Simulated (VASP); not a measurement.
Y:

```
Y
1.0
     3.64740    0.00000    0.00000
    -1.82370    3.15874    0.00000
     0.00000    0.00000    5.73060
Y
2
Direct
  0.33333 0.66667 0.25000
  0.66667 0.33333 0.75000
```

* Program: VASP 6.6.1
* Task: relaxation of cell and atoms
* Functional: RPBE
* Potentials or basis: VASP PAW PBE potentials, release 64 (Y_sv)
* Cutoff: 600 eV
* k mesh: 10 × 10 × 6
* Occupations: fermi-dirac, width 0.1 eV
* Spin: no spin polarisation

At the start: pressure 1.3 GPa; volume 33.01 Å³/atom.

Where does the relaxation end?

Over 5 steps the energy falls by 4.6 meV/atom and the volume is 34.11 Å³/atom (+3.3 %); space group P6_3/mmc (No. 194, to 0.1 Å) before and after.

Step by step:
| step | energy change (eV) | largest force (eV/Å) | pressure (GPa) | volume (Å³) |
| --- | --- | --- | --- | --- |
| 1 | 0.0000 | 0.0000 | 1.31 | 66.02 |
| 2 | -0.0089 | 0.0000 | -0.21 | 68.64 |
| 3 | -0.0092 | 0.0000 | -0.01 | 68.27 |
| 4 | -0.0091 | 0.0000 | 0.02 | 68.23 |
| 5 | -0.0092 | 0.0000 | 0.02 | 68.22 |

Final structure:
```xyz
2
Lattice="3.6930 0.0000 0.0000 -1.8465 3.1983 0.0000 0.0000 0.0000 5.7754" Properties=species:S:1:pos:R:3 pbc="T T T"
Y     0.0000    2.1322    1.4439
Y     1.8465    1.0661    4.3316
```

Caveat: the PAW data sets were made with another functional, which shifts forces and pressure a little.
